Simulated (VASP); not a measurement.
# AlRu (Cm) in VASP: single point with PBE

Aim: the single point of AlRu with PBE.

All numbers are computed with VASP 6.6.1; they aren't measurements. Logs are shortened: lines on timing, memory, paths and dates and some standing lists are left out, and cuts for length are marked.

**1. The cell of the first run**

The structure is monoclinic, space group Cm (No. 8). The conventional cell has a = 4.231 Å, b = 4.231 Å, c = 2.992 Å, α = 90.00°, β = 90.00°, γ = 90.00°. Al (site symmetry m) has 8 Ru at 2.17 to 3.01 Å and 6 Al at 2.99 Å within 3.1 Å. Within 3.1 Å of Ru (site symmetry m) lie 8 Al at 2.17 to 3.01 Å and 6 Ru at 2.99 Å.

**2. Single point, PBE (atom 1 (Al) moved by (-0.300, -0.300) A along [1 1 0] and z)**

Input file INCAR:

```
  PREC = Accurate
  ENCUT = 520
  EDIFF = 1E-6
  ISMEAR = 0
  SIGMA = 0.15
  LREAL = False
  LASPH = True
  NELM = 100
  ALGO = Fast
  ISIF = 2
  LWAVE = False
  LCHARG = True
  GGA = PE
  LELF = True
  LVHAR = True
  NBANDS = 16
```

Input file KPOINTS:

```
Automatic mesh
0
Gamma
  16 16 16
```

Input file POSCAR:

```
AlRu
1.0
    2.9916000000      0.0000000000      0.0000000000
    0.0000000000      2.9916000000      0.0000000000
    0.0000000000      0.0000000000      2.9916000000
Al Ru
1 1
Direct
   -0.0709092239     -0.0709092239     -0.1002807862
    0.5000000000      0.5000000000      0.5000000000
```

Potentials or basis: VASP PAW PBE potentials, release 64 (Al, Ru_pv).

On the command line:

```
cat potpaw_PBE.64/Al/POTCAR potpaw_PBE.64/Ru_pv/POTCAR > POTCAR
mpirun -np 1 vasp_std > vasp.out
```

OUTCAR:

```text
PREC = Accurate
   ENCUT = 520
   EDIFF = 1E-6
   ISMEAR = 0
   LREAL = False
   LASPH = True
   NELM = 100
   ISIF = 2
   GGA = PE

 ion  position               nearest neighbor table
   1  0.929  0.929  0.900-   2 2.17   2 2.45   2 2.45   2 2.55   2 2.70   2 2.79   2 2.79   2 3.01

   2  0.500  0.500  0.500-   1 2.17   1 2.45   1 2.45   1 2.55   1 2.70   1 2.79   1 2.79   1 3.01

  LATTYP: Found a simple cubic cell.
 ALAT       =     2.9916000000

  Lattice vectors:

 A1 = (   2.9916000000,   0.0000000000,   0.0000000000)
 A2 = (   0.0000000000,   2.9916000000,   0.0000000000)
 A3 = (   0.0000000000,   0.0000000000,   2.9916000000)

Analysis of symmetry for initial positions (statically):
=====================================================================
 Subroutine PRICEL returns:
 Original cell was already a primitive cell.

 Routine SETGRP: Setting up the symmetry group for a
 simple cubic supercell.

 Subroutine GETGRP returns: Found  2 space group operations
 (whereof  2 operations were pure point group operations)
 out of a pool of 48 trial point group operations.

The static configuration has the point symmetry C_1h.

Analysis of symmetry for dynamics (positions and initial velocities):
=====================================================================
 Subroutine PRICEL returns:
 Original cell was already a primitive cell.

 Routine SETGRP: Setting up the symmetry group for a
 simple cubic supercell.

 Subroutine GETGRP returns: Found  2 space group operations
 (whereof  2 operations were pure point group operations)
 out of a pool of 48 trial point group operations.

The dynamic configuration has the point symmetry C_1h.

 Subroutine INISYM returns: Found  2 space group operations
 (whereof  2 operations are pure point group operations),
 and found     1 'primitive' translations

----------------------------------------------------------------------------------------

                                     Primitive cell

  volume of cell :      26.7738

  direct lattice vectors                    reciprocal lattice vectors
     2.991600000  0.000000000  0.000000000     0.334269287  0.000000000  0.000000000
     0.000000000  2.991600000  0.000000000     0.000000000  0.334269287  0.000000000
     0.000000000  0.000000000  2.991600000     0.000000000  0.000000000  0.334269287

  length of vectors
     2.991600000  2.991600000  2.991600000     0.334269287  0.334269287  0.334269287

  position of ions in fractional coordinates (direct lattice)
     0.929090776  0.929090776  0.899719214
     0.500000000  0.500000000  0.500000000

  ion indices of the primitive-cell ions
   primitive index   ion index
                 1           1
                 2           2

----------------------------------------------------------------------------------------

 KPOINTS: Automatic mesh

Automatic generation of k-mesh.
 Grid dimensions read from file:
 generate k-points for:   16   16   16

 Generating k-lattice:

  Cartesian coordinates                     Fractional coordinates (reciprocal lattice)
     0.020891830  0.000000000  0.000000000     0.062500000  0.000000000  0.000000000
     0.000000000  0.020891830  0.000000000     0.000000000  0.062500000  0.000000000
     0.000000000  0.000000000  0.020891830     0.000000000  0.000000000  0.062500000

  Length of vectors
     0.020891830  0.020891830  0.020891830

  Shift w.r.t. Gamma in fractional coordinates (k-lattice)
     0.000000000  0.000000000  0.000000000

 Subroutine IBZKPT returns following result:
 ===========================================

 Found   1098 irreducible k-points:

 Following reciprocal coordinates:
            Coordinates               Weight
  0.000000  0.000000  0.000000      1.000000
  0.062500  0.000000  0.000000      4.000000
  0.000000  0.000000  0.062500      2.000000
  0.125000  0.000000  0.000000      4.000000
  0.000000  0.000000  0.125000      2.000000
  0.187500  0.000000  0.000000      4.000000
[... 16 lines left out ...]
  0.000000  0.125000  0.062500      4.000000
  0.062500  0.000000  0.125000      4.000000
 [... further k-points ...]
   k-points           NKPTS =   1098   k-points in BZ     NKDIM =   1098   number of bands    NBANDS=     16
   number of dos      NEDOS =    301   number of ions     NIONS =      2
   total plane-waves  NPLWV =  13824
   dimension x,y,z NGX =    24 NGY =   24 NGZ =   24
   dimension x,y,z NGXF=    48 NGYF=   48 NGZF=   48
   ions per type =               1   1
   NGX,Y,Z   is equivalent  to a cutoff of  13.34, 13.34, 13.34 a.u.
   NGXF,Y,Z  is equivalent  to a cutoff of  26.67, 26.67, 26.67 a.u.
 SYSTEM =  unknown system
   PREC   = accura    normal or accurate (medium, high low for compatibility)
   ISTART =      0    job   : 0-new  1-cont  2-samecut
   ICHARG =      2    charge: 1-file 2-atom 10-const
   ISPIN  =      1    spin polarized calculation?
   LNONCOLLINEAR =      F non collinear calculations
   LSORBIT =      F    spin-orbit coupling
   LASPH  =      T    aspherical Exc in radial PAW
   ENCUT  =  520.0 eV  38.22 Ry    6.18 a.u.   5.56  5.56  5.56*2*pi/ulx,y,z
   NELM   =    100;   NELMIN=  2; NELMDL= -5     # of ELM steps
   EDIFF  = 0.1E-05   stopping-criterion for ELM
   LREAL  =      F    real-space projection
   EDIFFG = 0.1E-04   stopping-criterion for IOM
   NSW    =      0    number of steps for IOM
   IBRION =     -1    ionic relax: 0-MD 1-quasi-New 2-CG
   NFREE  =      0    steps in history (QN), initial steepest desc. (CG)
   ISIF   =      2    stress and relaxation
   ISYM   =      2    0-nonsym 1-usesym 2-fastsym
   POTIM  = 0.5000    time-step for ionic-motion
   TEBEG  =    0.0;   TEEND  =   0.0 temperature during run
   PSTRESS=    0.0 pullay stress
   NELECT =      17.0000    total number of electrons
   NUPDOWN=      -1.0000    fix difference up-down
   EMIN   =  10.00;   EMAX   =-10.00  energy-range for DOS
   EFERMI =   0.00;   METHOD = LEGACY
   ISMEAR =     0;   SIGMA  =   0.15  broadening in eV -4-tet -1-fermi 0-gaus
   EFERMI_NEDOS =   21; number of points for ismear=-14 and -15
   IALGO  =     68    algorithm
   IMIX   =      4    mixing-type and parameters
     AMIX     =   0.40;   BMIX     =  1.00
     AMIX_MAG =   1.60;   BMIX_MAG =  1.00
  volume/ion in A,a.u.               =      13.39        90.34
  Fermi-wavevector in a.u.,A,eV,Ry     =   1.407087  2.659009 26.938090  1.979894
  Thomas-Fermi vector in A             =   2.529382
   LORBIT       =      0    0 simple, 1 ext, 2 COOP (PROOUT), +10 PAW based schemes
   GGA     = PE    functional components
   LHFCALC =     F    Hartree Fock is set to
   AEXX    =    0.0000 exact exchange contribution
   IVDW    =     0    specifies the selected vdW correction
   LEPSILON=     F    determine dielectric tensor
   LRPA    =     F    only Hartree local field effects (RPA)
 non-spin polarized calculation
 RMM-DIIS sequential band-by-band and
 Gauss-broadening in eV      SIGMA  =   0.15
  energy-cutoff  :      520.00
  volume of cell :       26.77
 maximum number of plane-waves:       739
 NGX is ok and might be reduce to    24
   NGX = 11   NGY = 11   NGZ = 11

 number of electron      16.9999995 magnetization

 Free energy of the ion-electron system (eV)
  ---------------------------------------------------
  ext. energy  EPLUGINS =         0.00000000
  ---------------------------------------------------
  free energy    TOTEN  =       -13.43553182 eV

  energy without entropy =      -13.41638073  energy(sigma->0) =      -13.42595627

 E-fermi :  10.6289     XC(G=0): -12.5103

 val. band max:       10.6280892050   @ k =   0.1250   0.0000   0.3750
 cond. band min:      10.6292361680   @ k =  -0.1250   0.0625   0.0625
 fundamental gap:      0.0011469630
 Fermi energy:        10.6289278867

 k-point     1 :       0.0000    0.0000    0.0000
  band No.  band energies     occupation
      1     -31.1185      2.00000
      2     -31.0589      2.00000
      3     -31.0458      2.00000
      4       1.1044      2.00000
      5       6.9106      2.00000
      6       6.9567      2.00000
[... 8 lines left out ...]
     15      22.9567      0.00000
     16      24.7535      0.00000

 k-point     2 :       0.0625    0.0000    0.0000
  band No.  band energies     occupation
      1     -31.1213      2.00000
      2     -31.0627      2.00000
      3     -31.0460      2.00000
      4       1.1799      2.00000
      5       6.9393      2.00000
      6       6.9835      2.00000
[... 8 lines left out ...]
     15      22.9572      0.00000
     16      25.0055      0.00000

 k-point     3 :       0.0000    0.0000    0.0625
  band No.  band energies     occupation
      1     -31.1206      2.00000
      2     -31.0582      2.00000
      3     -31.0512      2.00000
      4       1.1789      2.00000
      5       6.9351      2.00000
      6       6.9861      2.00000
[... 8 lines left out ...]
     15      22.9572      0.00000
     16      24.9719      0.00000

 k-point     4 :       0.1250    0.0000    0.0000
  band No.  band energies     occupation
      1     -31.1329      2.00000
      2     -31.0717      2.00000
      3     -31.0450      2.00000
      4       1.4035      2.00000
      5       7.0130      2.00000
      6       7.0585      2.00000
[... 8 lines left out ...]
     15      22.9592      0.00000
     16      25.7896      0.00000

 k-point     5 :       0.0000    0.0000    0.1250
  band No.  band energies     occupation
      1     -31.1294      2.00000
      2     -31.0636      2.00000
      3     -31.0562      2.00000
      4       1.3997      2.00000
      5       7.0059      2.00000
      6       7.0593      2.00000
[... 8 lines left out ...]
     15      22.9598      0.00000
     16      25.6845      0.00000

 k-point     6 :       0.1875    0.0000    0.0000
  band No.  band energies     occupation
      1     -31.1583      2.00000
      2     -31.0779      2.00000
      3     -31.0423      2.00000
      4       1.7669      2.00000
      5       7.0946      2.00000
      6       7.1628      2.00000
[... 8 lines left out ...]
     15      22.9953      0.00000
     16      26.9382      0.00000

 k-point     7 :       0.0000    0.0000    0.1875
  band No.  band energies     occupation
      1     -31.1508      2.00000
      2     -31.0738      2.00000
      3     -31.0533      2.00000
      4       1.7583      2.00000
      5       7.1153      2.00000
      6       7.1278      2.00000
[... 8 lines left out ...]
     15      23.1631      0.00000
     16      26.7916      0.00000

 k-point     8 :       0.2500    0.0000    0.0000
  band No.  band energies     occupation
      1     -31.1944      2.00000
      2     -31.0792      2.00000
      3     -31.0389      2.00000
      4       2.2565      2.00000
      5       7.0918      2.00000
      6       7.2927      2.00000
[... 8 lines left out ...]
     15      23.1608      0.00000
     16      27.0689      0.00000

 k-point     9 :       0.0000    0.0000    0.2500
  band No.  band energies     occupation
      1     -31.1842      2.00000
      2     -31.0774      2.00000
      3     -31.0498      2.00000
      4       2.2414      2.00000
      5       7.1101      2.00000
      6       7.2503      2.00000
[... 8 lines left out ...]
     15      23.3890      0.00000
     16      26.9703      0.00000
[... 172 lines left out ...]
 k-point    19 :       0.0000    0.0625    0.0625
  band No.  band energies     occupation
      1     -31.1234      2.00000
      2     -31.0622      2.00000
      3     -31.0512      2.00000
      4       1.2544      2.00000
      5       6.9644      2.00000
      6       7.0138      2.00000
[... 8 lines left out ...]
     15      22.9573      0.00000
     16      25.1591      0.00000

 k-point    20 :      -0.0625    0.0625    0.0000
  band No.  band energies     occupation
      1     -31.1235      2.00000
      2     -31.0668      2.00000
      3     -31.0467      2.00000
      4       1.2547      2.00000
      5       6.9708      2.00000
      6       7.0082      2.00000
[... 8 lines left out ...]
     15      22.9575      0.00000
     16      25.2434      0.00000

 k-point    21 :      -0.0625    0.0000    0.0625
  band No.  band energies     occupation
      1     -31.1229      2.00000
      2     -31.0625      2.00000
      3     -31.0515      2.00000
      4       1.2536      2.00000
      5       6.9624      2.00000
      6       7.0147      2.00000
[... 8 lines left out ...]
     15      22.9574      0.00000
     16      25.2194      0.00000

 k-point    22 :       0.1250    0.0625    0.0000
  band No.  band energies     occupation
      1     -31.1346      2.00000
      2     -31.0752      2.00000
      3     -31.0465      2.00000
      4       1.4779      2.00000
      5       7.0483      2.00000
      6       7.0834      2.00000
[... 8 lines left out ...]
     15      22.9596      0.00000
     16      25.8073      0.00000

 k-point    23 :       0.0000    0.1250    0.0625
  band No.  band energies     occupation
      1     -31.1343      2.00000
      2     -31.0722      2.00000
      3     -31.0498      2.00000
      4       1.4772      2.00000
      5       7.0378      2.00000
      6       7.0926      2.00000
[... 8 lines left out ...]
     15      22.9594      0.00000
     16      25.7785      0.00000

 k-point    24 :       0.0625    0.0000    0.1250
  band No.  band energies     occupation
      1     -31.1315      2.00000
      2     -31.0660      2.00000
      3     -31.0585      2.00000
      4       1.4743      2.00000
      5       7.0353      2.00000
      6       7.0902      2.00000
[... 8 lines left out ...]
     15      22.9610      0.00000
     16      25.6934      0.00000

 [... further k-points ...]

------------------------ aborting loop because EDIFF is reached ----------------------------------------

  FORCE on cell =-STRESS in cart. coord.  units (eV):
  Direction    XX          YY          ZZ          XY          YZ          ZX
  --------------------------------------------------------------------------------------
  -------------------------------------------------------------------------------------
  Total        3.1502710      3.1502710      2.4162196      1.5591606      1.9066391      1.9066385
  in kB      188.5158740    188.5158740    144.5893876     93.3019771    114.0954951    114.0954607
  external PRESSURE =     173.8737119 kB  Pullay stress =       0.0000000 kB

 VOLUME and BASIS-vectors are now :
 -----------------------------------------------------------------------------
  energy-cutoff  :      520.00
  volume of cell :       26.77
      direct lattice vectors                 reciprocal lattice vectors
     2.991600000  0.000000000  0.000000000     0.334269287  0.000000000  0.000000000
     0.000000000  2.991600000  0.000000000     0.000000000  0.334269287  0.000000000
     0.000000000  0.000000000  2.991600000     0.000000000  0.000000000  0.334269287

 POSITION                                       TOTAL-FORCE (eV/Angst)
 -----------------------------------------------------------------------------------
      2.77947      2.77947      2.69160         2.426384      2.426384      3.008817
      1.49580      1.49580      1.49580        -2.426384     -2.426384     -3.008817
 -----------------------------------------------------------------------------------
    total drift:                                0.000911      0.000911      0.001222

  FREE ENERGIE OF THE ION-ELECTRON SYSTEM (eV)
  ---------------------------------------------------
  free  energy   TOTEN  =       -13.4355318195 eV

  energy  without entropy=      -13.4163807262  energy(sigma->0) =      -13.42595627
```

Run time: 4.1 min. Hardware: 1 thread of Intel Xeon 8259CL, shared host; peak memory 0.53 GiB.

What came out:

```yaml
Free_energy: -13.4355 eV
Pressure: 17.4 GPa
Largest_force: 4.564 eV/Å
Band_gap_on_the_k_mesh: zero (an odd number of electrons rules out a gap without spin polarisation)
```

Forces on the atoms (eV/Å):
```
Al   2.426  2.426  3.009
Ru  -2.426 -2.426 -3.009
```

Levels at points of the mesh, in eV from the Fermi level:
```
           k point  band 6  band 7  band 8  band 9  band 10  band 11  band 12  band 13
(0.00, 0.00, 0.00)   -3.67   -0.16    0.22    0.25     6.24     6.29     6.84    11.29
(0.50, 0.00, 0.00)   -2.94   -1.70   -1.56    0.34     2.29     7.67    11.24    11.40
(0.00, 0.00, 0.50)   -2.99   -1.63   -1.55    0.29     2.36     7.80    11.13    11.18
(0.50, 0.50, 0.00)   -1.72   -1.58   -0.58   -0.57     1.51     5.28     5.89    11.68
(0.00, 0.50, 0.50)   -1.61   -1.48   -0.79   -0.66     1.51     5.33     5.99    11.37
(0.50, 0.50, 0.50)   -4.53    1.60    1.61    2.36     4.06     4.16     4.40     8.70
```

Caveat: the cell differs from its parent crystal (atom 1 (Al) moved by (-0.300, -0.300) A along [1 1 0] and z); the cell stands under pressure; forces of over 1 eV/Å act on the atoms, so gaps and moduli don't describe the material at rest.
